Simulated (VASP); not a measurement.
Input of a VASP 6.6.1 run:

Contents of INCAR:

```
SYSTEM = BP
ALGO = Normal
EDIFF = 1E-6
ENCUT = 500
GGA = PE
GGA_COMPAT = .FALSE.
ISIF = 2
ISMEAR = 0
LASPH = .TRUE.
LCHARG = .FALSE.
LREAL = .FALSE.
LWAVE = .FALSE.
NBANDS = 11
NELM = 120
PREC = Accurate
SIGMA = 0.02
```

Contents of KPOINTS:

```
k-points
0
G
  10 10 10
  0 0 0
```

File POSCAR:

```
BP
1.0
    0.0000000000      2.2742133262      2.2742133262
    2.2742133262      0.0000000000      2.2742133262
    2.2742133262      2.2742133262      0.0000000000
B P
1 1
Direct
    0.0000000000      0.0000000000      0.0000000000
    0.2500000000      0.2500000000      0.2500000000
```

Potentials or basis: VASP PAW PBE potentials, release 64 (B, P).

Run with:

```sh
$ cat potpaw_PBE.64/B/POTCAR potpaw_PBE.64/P/POTCAR > POTCAR
$ mpirun -np 1 vasp_std > vasp.out
```

(1) What does it give for the pressure?

(2) Estimate the band gap on the k mesh.

Results:

(1) -0.2 GPa.

(2) 1.25 eV, indirect (least direct gap 3.39 eV).
